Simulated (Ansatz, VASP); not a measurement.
One calculation of AlO5, two programs

Contents of INCAR:

```
PREC = Accurate ; ENCUT = 910
EDIFF = 1E-7 ; ISMEAR = 0
SIGMA = 0.1 ; LREAL = F
LASPH = T ; NELM = 120
ALGO = Normal ; ISIF = 3
LWAVE = F ; LCHARG = F
GGA = PE ; IBRION = 2
NSW = 100 ; EDIFFG = -0.01
GGA_COMPAT = F ; NELMIN = 4
```

KPOINTS

```
Automatic mesh
0
Gamma
  12 12 6
```

POSCAR

```
AlO5
1.0
    3.5655607588      0.0000000000      0.0000000000
   -1.7827803794      3.0878661959      0.0000000000
    0.0000000000      0.0000000000      6.3767516465
Al O
1 5
Direct
    0.0000000000      0.0000000000      0.0000000000
    0.3333333333      0.6666666667      0.0000000000
    0.6666666667      0.3333333333      0.0000000000
    0.5000000000      0.0000000000      0.5000000000
    0.5000000000      0.5000000000      0.5000000000
    0.0000000000      0.5000000000      0.5000000000
```

Input for Ansatz:

```yaml
crystal:
  lattice:
    - [3.5655607588, 0.0, 0.0]
    - [-1.7827803794, 3.0878661959, 0.0]
    - [0.0, 0.0, 6.3767516465]
  atoms:
    - { symbol: Al, position: [0.0, 0.0, 0.0] }
    - { symbol: O, position: [0.3333333333, 0.6666666667, 0.0] }
    - { symbol: O, position: [0.6666666667, 0.3333333333, 0.0] }
    - { symbol: O, position: [0.5, 0.0, 0.5] }
    - { symbol: O, position: [0.5, 0.5, 0.5] }
    - { symbol: O, position: [0.0, 0.5, 0.5] }
basis:
  ecutwfc: 420
kpoints:
  mp_grid: { grid: [12, 12, 6] }
hamiltonian:
  xc: pbe
scf:
  occupations: { method: gaussian, width: 0.1 }
output:
  forces: true
  stress: true
  eigenvalues: true
  write_density: true
  write_potential: true
  elf: true
  volumetric_format: npy
relax:
  adjacent_minimum: "off"
  f_tol: 0.01
  max_steps: 80
  cell: { stress_tol: 0.05 }
```

Change from the starting cell: species swapped into the LaPt5 type (P6/mmm, No. 191).

Alike in both runs: task relaxation of cell and atoms; functional PBE; k mesh 12 × 12 × 6; occupations gaussian, width 0.1 eV; no spin polarisation.

|  | VASP | Ansatz |
| --- | --- | --- |
| version | VASP 6.6.1 | Ansatz 0.2.0 |
| potentials or method | VASP PAW PBE potentials, release 64 (Al, O_h), cutoff 910 eV | scalar-relativistic, plane waves, PAW |
| valence electrons in the cell | 33 | 33 |

|  | VASP | Ansatz | Ansatz less VASP |
| --- | --- | --- | --- |
| gap on the k mesh at the Fermi level, each at its own relaxed structure (eV) | none | none | - |
| relaxed volume (Å³/atom) | 11.55 | 11.84 | +0.293 |
| relaxed length of the cell vector where the two differ most in proportion (Å) | 6.359 | 6.508 | +0.1487 |

A gap of «none» marks a metal or a gap that the smearing closes.

Noted on VASP's run: the cutoff is under 1.25 times that of the potentials, so the pressure is a little rough.
